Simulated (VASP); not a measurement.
# Nb4H in VASP: further runs

Nb4H is run at these levels: PBE; tasks: relaxation of the atoms.

Program: VASP 6.6.1. These are calculated values, not measurements. Logs are shortened: lines on timing, memory, paths and dates and some standing lists are left out, and cuts for length are marked.

## Step 1: The cell of the first run

The cell holds a slab with vacuum, 5 atoms: a = 2.983 Å, b = 4.218 Å, c = 19.813 Å, α = 90.00°, β = 90.00°, γ = 90.00°.

## Step 2: Relaxation of the atoms, PBE

INCAR

```
  PREC = Accurate
  ENCUT = 520
  EDIFF = 1E-7
  ISMEAR = 0
  SIGMA = 0.1
  LREAL = False
  LASPH = True
  NELM = 100
  ALGO = Fast
  ISIF = 2
  LWAVE = False
  LCHARG = False
  LDIPOL = True
  IDIPOL = 3
  DIPOL = 0.5 0.5 0.355
  GGA = PE
  IBRION = 2
  NSW = 36
  EDIFFG = -0.025
```

KPOINTS

```
regular mesh
0
Gamma
  9 6 1
```

POSCAR

```
Nb4H
1.0
    2.9829001615      0.0000000000      0.0000000000
    0.0000000000      4.2184578637      0.0000000000
    0.0000000000      0.0000000000     19.8127690725
Nb H
4 1
Selective dynamics
Direct
    0.5000000000      0.5000000000      0.2018900026  F F F
    0.0000000000      0.0000000000      0.2771672178  F F F
    0.5000000000      0.5000000000      0.3569599732  F F F
    0.0000000000      0.0000000000      0.4195662425  F F F
    0.0000000000      0.0000000000      0.5184923437  F F T
```

Potentials or basis: VASP PAW PBE potentials, release 64 (Nb_sv, H).

Command:

```console
> cat potpaw_PBE.64/Nb_sv/POTCAR potpaw_PBE.64/H/POTCAR > POTCAR
> mpirun -np 1 vasp_std > vasp.out
```

OUTCAR:

```text
PREC = Accurate
   ENCUT = 520
   EDIFF = 1E-7
   ISMEAR = 0
   LREAL = False
   LASPH = True
   NELM = 100
   ISIF = 2
   GGA = PE
   IBRION = 2
   NSW = 36
   EDIFFG = -0.025

 ion  position               nearest neighbor table
   1  0.500  0.500  0.202-   2 2.98   2 2.98   2 2.98   2 2.98
   2  0.000  0.000  0.277-   4 2.82   1 2.98   1 2.98   1 2.98   1 2.98   3 3.03   3 3.03   3 3.03
                             3 3.03
   3  0.500  0.500  0.357-   4 2.87   4 2.87   4 2.87   4 2.87   2 3.03   2 3.03   2 3.03   2 3.03

   4  0.000  0.000  0.420-   5 1.96   2 2.82   3 2.87   3 2.87   3 2.87   3 2.87
   5  0.000  0.000  0.518-   4 1.96

  LATTYP: Found a simple orthorhombic cell.
 ALAT       =     2.9829001615
 B/A-ratio  =     1.4142135624
 C/A-ratio  =     6.6421160615

  Lattice vectors:

 A1 = (   2.9829001615,   0.0000000000,   0.0000000000)
 A2 = (   0.0000000000,   4.2184578637,   0.0000000000)
 A3 = (   0.0000000000,   0.0000000000,  19.8127690725)

Analysis of symmetry for initial positions (statically):
=====================================================================
 Subroutine PRICEL returns:
 Original cell was already a primitive cell.

 Routine SETGRP: Setting up the symmetry group for a
 simple orthorhombic supercell.

 Subroutine GETGRP returns: Found  4 space group operations
 (whereof  4 operations were pure point group operations)
 out of a pool of  8 trial point group operations.

The static configuration has the point symmetry C_2v.

Analysis of symmetry for dynamics (positions and initial velocities):
=====================================================================
 Subroutine PRICEL returns:
 Original cell was already a primitive cell.

 Routine SETGRP: Setting up the symmetry group for a
 simple orthorhombic supercell.

 Subroutine GETGRP returns: Found  4 space group operations
 (whereof  4 operations were pure point group operations)
 out of a pool of  8 trial point group operations.

The dynamic configuration has the point symmetry C_2v.

Analysis of constrained symmetry for selective dynamics:
=====================================================================
 Subroutine PRICEL returns:
 Original cell was already a primitive cell.

 Routine SETGRP: Setting up the symmetry group for a
 simple orthorhombic supercell.

 Subroutine GETGRP returns: Found  4 space group operations
 (whereof  4 operations were pure point group operations)
 out of a pool of  8 trial point group operations.

The constrained configuration has the point symmetry C_2v.

 Subroutine INISYM returns: Found  4 space group operations
 (whereof  4 operations are pure point group operations),
 and found     1 'primitive' translations

----------------------------------------------------------------------------------------

                                     Primitive cell

  volume of cell :     249.3088

  direct lattice vectors                    reciprocal lattice vectors
     2.982900161  0.000000000  0.000000000     0.335244207  0.000000000  0.000000000
     0.000000000  4.218457864  0.000000000     0.000000000  0.237053452  0.000000000
     0.000000000  0.000000000 19.812769073     0.000000000  0.000000000  0.050472501

  length of vectors
     2.982900161  4.218457864 19.812769073     0.335244207  0.237053452  0.050472501

  position of ions in fractional coordinates (direct lattice)
     0.500000000  0.500000000  0.201890003
     0.000000000  0.000000000  0.277167218
     0.500000000  0.500000000  0.356959973
     0.000000000  0.000000000  0.419566242
     0.000000000  0.000000000  0.518492344

  ion indices of the primitive-cell ions
   primitive index   ion index
                 1           1
                 2           2
                 3           3
                 4           4
                 5           5

----------------------------------------------------------------------------------------

 KPOINTS: regular mesh

Automatic generation of k-mesh.
 Grid dimensions read from file:
 generate k-points for:    9    6    1

 Generating k-lattice:

  Cartesian coordinates                     Fractional coordinates (reciprocal lattice)
     0.037249356  0.000000000  0.000000000     0.111111111  0.000000000  0.000000000
     0.000000000  0.039508909  0.000000000     0.000000000  0.166666667  0.000000000
     0.000000000  0.000000000  0.050472501     0.000000000  0.000000000  1.000000000

  Length of vectors
     0.037249356  0.039508909  0.050472501

  Shift w.r.t. Gamma in fractional coordinates (k-lattice)
     0.000000000  0.000000000  0.000000000

 Subroutine IBZKPT returns following result:
 ===========================================

 Found     20 irreducible k-points:

 Following reciprocal coordinates:
            Coordinates               Weight
  0.000000  0.000000  0.000000      1.000000
  0.111111  0.000000  0.000000      2.000000
  0.222222  0.000000  0.000000      2.000000
  0.333333  0.000000  0.000000      2.000000
  0.444444  0.000000  0.000000      2.000000
  0.000000  0.166667  0.000000      2.000000
[... 12 lines left out ...]
  0.333333  0.500000  0.000000      2.000000
  0.444444  0.500000  0.000000      2.000000
   k-points           NKPTS =     20   k-points in BZ     NKDIM =     20   number of bands    NBANDS=     31
   number of dos      NEDOS =    301   number of ions     NIONS =      5
   total plane-waves  NPLWV = 115200
   dimension x,y,z NGX =    24 NGY =   32 NGZ =  150
   dimension x,y,z NGXF=    48 NGYF=   64 NGZF=  300
   ions per type =               4   1
   NGX,Y,Z   is equivalent  to a cutoff of  13.38, 12.61, 12.59 a.u.
   NGXF,Y,Z  is equivalent  to a cutoff of  26.75, 25.22, 25.17 a.u.
 SYSTEM =  unknown system
   PREC   = accura    normal or accurate (medium, high low for compatibility)
   ISTART =      0    job   : 0-new  1-cont  2-samecut
   ICHARG =      2    charge: 1-file 2-atom 10-const
   ISPIN  =      1    spin polarized calculation?
   LNONCOLLINEAR =      F non collinear calculations
   LSORBIT =      F    spin-orbit coupling
   LASPH  =      T    aspherical Exc in radial PAW
   ENCUT  =  520.0 eV  38.22 Ry    6.18 a.u.   5.55  7.84 36.84*2*pi/ulx,y,z
   NELM   =    100;   NELMIN=  2; NELMDL= -5     # of ELM steps
   EDIFF  = 0.1E-06   stopping-criterion for ELM
   LREAL  =      F    real-space projection
   EDIFFG = -.3E-01   stopping-criterion for IOM
   NSW    =     36    number of steps for IOM
   IBRION =      2    ionic relax: 0-MD 1-quasi-New 2-CG
   NFREE  =      1    steps in history (QN), initial steepest desc. (CG)
   ISIF   =      2    stress and relaxation
   ISYM   =      2    0-nonsym 1-usesym 2-fastsym
   POTIM  = 0.5000    time-step for ionic-motion
   TEBEG  =    0.0;   TEEND  =   0.0 temperature during run
   PSTRESS=    0.0 pullay stress
   NELECT =      53.0000    total number of electrons
   NUPDOWN=      -1.0000    fix difference up-down
   EMIN   =  10.00;   EMAX   =-10.00  energy-range for DOS
   EFERMI =   0.00;   METHOD = LEGACY
   ISMEAR =     0;   SIGMA  =   0.10  broadening in eV -4-tet -1-fermi 0-gaus
   EFERMI_NEDOS =   21; number of points for ismear=-14 and -15
   IALGO  =     68    algorithm
   IMIX   =      4    mixing-type and parameters
     AMIX     =   0.40;   BMIX     =  1.00
     AMIX_MAG =   1.60;   BMIX_MAG =  1.00
  volume/ion in A,a.u.               =      49.86       336.48
  Fermi-wavevector in a.u.,A,eV,Ry     =   0.977059  1.846374 12.988732  0.954645
  Thomas-Fermi vector in A             =   2.107727
   LORBIT       =      0    0 simple, 1 ext, 2 COOP (PROOUT), +10 PAW based schemes
   GGA     = PE    functional components
   LHFCALC =     F    Hartree Fock is set to
   AEXX    =    0.0000 exact exchange contribution
   IVDW    =     0    specifies the selected vdW correction
   LEPSILON=     F    determine dielectric tensor
   LRPA    =     F    only Hartree local field effects (RPA)
 conjugate gradient relaxation of ions
 non-spin polarized calculation
 RMM-DIIS sequential band-by-band and
 Gauss-broadening in eV      SIGMA  =   0.10
  energy-cutoff  :      520.00
  volume of cell :      249.31
 maximum number of plane-waves:      6753
 NGX is ok and might be reduce to    24
   NGX = 11   NGY = 15   NGZ = 73

 dipolmoment           0.000000      0.000000     -0.073340 electrons x Angstroem

--------------------------------------- Ionic step        1  -------------------------------------------

 number of electron      53.0000006 magnetization

 Free energy of the ion-electron system (eV)
  ---------------------------------------------------
  ext. energy  EPLUGINS =         0.00000000
  ---------------------------------------------------
  free energy    TOTEN  =       -39.22366131 eV

  energy without entropy =      -39.18541742  energy(sigma->0) =      -39.20453937

------------------------ aborting loop because EDIFF is reached ----------------------------------------

  FORCE on cell =-STRESS in cart. coord.  units (eV):
  Direction    XX          YY          ZZ          XY          YZ          ZX
  --------------------------------------------------------------------------------------
  -------------------------------------------------------------------------------------
  Total       -6.1314070     -4.5561343     -3.3482525      0.0000000      0.0000000      0.0000000
  in kB      -39.4033472    -29.2798935    -21.5174686      0.0000000      0.0000000      0.0000000
  external PRESSURE =     -30.0669031 kB  Pullay stress =       0.0000000 kB
[... 63 lines left out ...]
  energy  without entropy=      -39.2368111280  energy(sigma->0) =      -39.25577980

--------------------------------------- Ionic step        3  -------------------------------------------

 number of electron      53.0000006 magnetization

 dipolmoment           0.000000      0.000000      0.182120 electrons x Angstroem

 Free energy of the ion-electron system (eV)
  ---------------------------------------------------
  ext. energy  EPLUGINS =         0.00000000
  ---------------------------------------------------
  free energy    TOTEN  =       -39.31763651 eV

  energy without entropy =      -39.28018901  energy(sigma->0) =      -39.29891276

 E-fermi :  -0.0278     XC(G=0):  -4.9560

 val. band max:       -0.0345161466   @ k =   0.3333   0.1667   0.0000
 cond. band min:      -0.0178057002   @ k =   0.2222   0.1667   0.0000
 fundamental gap:      0.0167104464
 Fermi energy:        -0.0278184177

 k-point     1 :       0.0000    0.0000    0.0000
  band No.  band energies     occupation
      1     -55.0013      2.00000
      2     -54.7927      2.00000
      3     -54.6865      2.00000
      4     -54.5074      2.00000
      5     -31.3072      2.00000
      6     -31.1775      2.00000
[... 669 lines left out ...]
     30       1.4948      0.00000
     31       1.5205      0.00000

------------------------ aborting loop because EDIFF is reached ----------------------------------------

 vacuum level on the upper side and lower side of the slab       (xc-potential included)         1.081        -1.478

  FORCE on cell =-STRESS in cart. coord.  units (eV):
  Direction    XX          YY          ZZ          XY          YZ          ZX
  --------------------------------------------------------------------------------------
  -------------------------------------------------------------------------------------
  Total       -6.0797027     -4.5101334     -1.0657316      0.0000000      0.0000000      0.0000000
  in kB      -39.0710708    -28.9842696     -6.8488999      0.0000000      0.0000000      0.0000000
  external PRESSURE =     -24.9680801 kB  Pullay stress =       0.0000000 kB

 VOLUME and BASIS-vectors are now :
 -----------------------------------------------------------------------------
  energy-cutoff  :      520.00
  volume of cell :      249.31
      direct lattice vectors                 reciprocal lattice vectors
     2.982900161  0.000000000  0.000000000     0.335244207  0.000000000  0.000000000
     0.000000000  4.218457864  0.000000000     0.000000000  0.237053452  0.000000000
     0.000000000  0.000000000 19.812769073     0.000000000  0.000000000  0.050472501
[... 11 lines left out ...]
  FREE ENERGIE OF THE ION-ELECTRON SYSTEM (eV)
  ---------------------------------------------------
  free  energy   TOTEN  =       -39.3176365105 eV

  energy  without entropy=      -39.2801890142  energy(sigma->0) =      -39.29891276

 reached required accuracy - stopping structural energy minimisation

 vacuum level on the upper side and lower side of the slab         6.007         3.373
```

Wall time 31 min (1 thread of Oxide Virtual Turin-like, shared host); peak memory 0.38 GiB.

What came out:

```yaml
Free_energy: -39.3176 eV
Energy_gained_by_relaxing: 18.8 meV/atom
Ionic_steps: 3
Band_gap_on_the_k_mesh: zero (an odd number of electrons rules out a gap without spin polarisation)
```

The path:
```
step  energy change (eV)  largest force on free atoms (eV/Å)  pressure (GPa)
   1              0.0000                              1.1043           -3.01
   2             -0.0511                              0.8000           -2.85
   3             -0.0940                              0.0043           -2.50
```

Final structure:
```
CELL_PARAMETERS angstrom
2.98290 0.00000 0.00000
0.00000 4.21846 0.00000
0.00000 0.00000 19.81277
ATOMIC_POSITIONS crystal
Nb 0.50000 0.50000 0.20189
Nb 0.00000 0.00000 0.27717
Nb 0.50000 0.50000 0.35696
Nb 0.00000 0.00000 0.41957
H 0.00000 0.00000 0.51071
```

## Step 3: Relaxation of the atoms, PBE

INCAR

```
SYSTEM = Nb4H
PREC = Accurate
ENCUT = 520
EDIFF = 1E-6
ISMEAR = 0
SIGMA = 0.1
LREAL = .FALSE.
LASPH = .TRUE.
NELM = 100
ALGO = Fast
ISIF = 2
LWAVE = .FALSE.
LCHARG = .FALSE.
LDIPOL = .TRUE.
IDIPOL = 3
DIPOL = 0.5 0.5 0.330
GGA = PE
IBRION = 2
NSW = 36
EDIFFG = -0.025
```

KPOINTS

```
Automatic mesh
0
G
  9 6 1
  0 0 0
```

POSCAR: that of step 2 with these lines changed.

```diff
@@ -13,2 +13,2 @@
     0.0000000000      0.0000000000      0.4195662425  F F F
-    0.0000000000      0.0000000000      0.5184923437  F F T
+    0.0000000000      0.5000000000      0.3953394421  F F T
```

Potentials or basis: VASP PAW PBE potentials, release 64 (Nb_sv, H).

Command:

```console
> cat potpaw_PBE.64/Nb_sv/POTCAR potpaw_PBE.64/H/POTCAR > POTCAR
> mpirun -np 1 vasp_std > vasp.out
```

It took 36 min on 1 thread of Oxide Virtual Turin-like, shared host; peak memory 0.38 GiB.

Results (log left out):

* Free energy: -40.2154 eV
* Energy gained by relaxing: 166.6 meV/atom
* Ionic steps: 5
* Band gap on the k mesh: zero (an odd number of electrons rules out a gap without spin polarisation)

The path:
```
step  energy change (eV)  largest force on free atoms (eV/Å)  pressure (GPa)
   1              0.0000                              2.8024           -0.45
   2             -0.3395                              2.2040           -0.89
   3             -0.8188                              0.3503           -1.98
   4             -0.8329                              0.0477           -2.14
   5             -0.8332                              0.0008           -2.16
```

Final structure:
```cif
data_structure
_symmetry_space_group_name_H-M 'P 1'
_symmetry_Int_Tables_number 1
_cell_length_a 2.9829
_cell_length_b 4.2185
_cell_length_c 19.8128
_cell_angle_alpha 90.000
_cell_angle_beta 90.000
_cell_angle_gamma 90.000
_cell_volume 249.31
loop_
_atom_site_label
_atom_site_type_symbol
_atom_site_fract_x
_atom_site_fract_y
_atom_site_fract_z
_atom_site_occupancy
Nb1 Nb 0.50000 0.50000 0.20189 1
Nb2 Nb 0.00000 0.00000 0.27717 1
Nb3 Nb 0.50000 0.50000 0.35696 1
Nb4 Nb 0.00000 0.00000 0.41957 1
H1 H 0.00000 0.50000 0.42549 1
```

Levels at points of the mesh, in eV from the Fermi level:
| k point | band 24 | band 25 | band 26 | band 27 | band 28 | band 29 |
| --- | --- | --- | --- | --- | --- | --- |
| (0.00, 0.00, 0.00) | -0.58 | -0.38 | -0.29 | 0.17 | 0.17 | 0.39 |
| (0.00, 0.50, 0.00) | -0.52 | -0.32 | -0.12 | 0.19 | 0.23 | 0.43 |

The gap in the log of VASP goes by the Fermi energy; the results here count the filled bands.